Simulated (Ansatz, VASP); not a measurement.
# Al: VASP beside Ansatz

The input INCAR:

```
SYSTEM = Al
PREC     = Accurate       ! precision mode
ENCUT    = 500            ! plane-wave cutoff, eV
EDIFF    = 1E-6           ! SCF threshold, eV
ISMEAR   = 0              ! smearing method
SIGMA    = 0.1            ! smearing width, eV
LREAL    = .False.        ! projectors in reciprocal space
LASPH    = .True.         ! aspherical terms in the spheres
NELM     = 120            ! most SCF steps
ALGO     = Normal         ! electronic algorithm
ISIF     = 2              ! what is computed and relaxed
LWAVE    = .False.        ! write WAVECAR
LCHARG   = .False.        ! write CHGCAR
GGA      = PE             ! functional
IVDW     = 13             ! dispersion correction
NBANDS   = 10             ! bands
GGA_COMPAT= .False.
```

The input KPOINTS:

```
Automatic mesh
0
Gamma
  3 3 2
  0 0 0
```

File POSCAR:

```
Al
1.0
    2.8124553515      0.0000000000      0.0000000000
   -1.4062276757      2.4356577814      0.0000000000
    0.0000000000      0.0000000000      4.8668500000
Al
2
Direct
    0.6666666667      0.3333333333      0.7500000000
    0.3333333333      0.6666666667      0.2500000000
```

Input for Ansatz:

```yaml
crystal:
  lattice:
    - [2.8124553515, 0.0, 0.0]
    - [-1.4062276757, 2.4356577814, 0.0]
    - [0.0, 0.0, 4.86685]
  atoms:
    - { symbol: Al, position: [0.6666666667, 0.3333333333, 0.75] }
    - { symbol: Al, position: [0.3333333333, 0.6666666667, 0.25] }
basis:
  ecutwfc: 420
kpoints:
  mp_grid: { grid: [3, 3, 2] }
hamiltonian:
  xc: pbe
  dispersion: d4
scf:
  occupations: { method: gaussian, width: 0.1 }
output:
  forces: true
  stress: true
  eigenvalues: true
```

Alike in both runs: task single point; functional PBE; dispersion D4; k mesh 3 × 3 × 2; occupations gaussian, width 0.1 eV; no spin polarisation.

```csv
,VASP,Ansatz
version,VASP 6.6.1,Ansatz 0.2.0
potentials or method,"VASP PAW PBE potentials, release 64 (Al), cutoff 500 eV","scalar-relativistic, plane waves, PAW"
valence electrons in the cell,6,6
```

```csv
,VASP,Ansatz,Ansatz less VASP
gap on the k mesh at the Fermi level (eV),none,none,-
pressure (GPa),-2.0,-1.9,+0.05
"traceless stress, the component that is largest in VASP (GPa)",-1.56,-1.56,-0.002
```

A gap of «none» marks a metal or a gap that the smearing closes.

The k mesh is coarse, so the values compare programs but aren't converged.
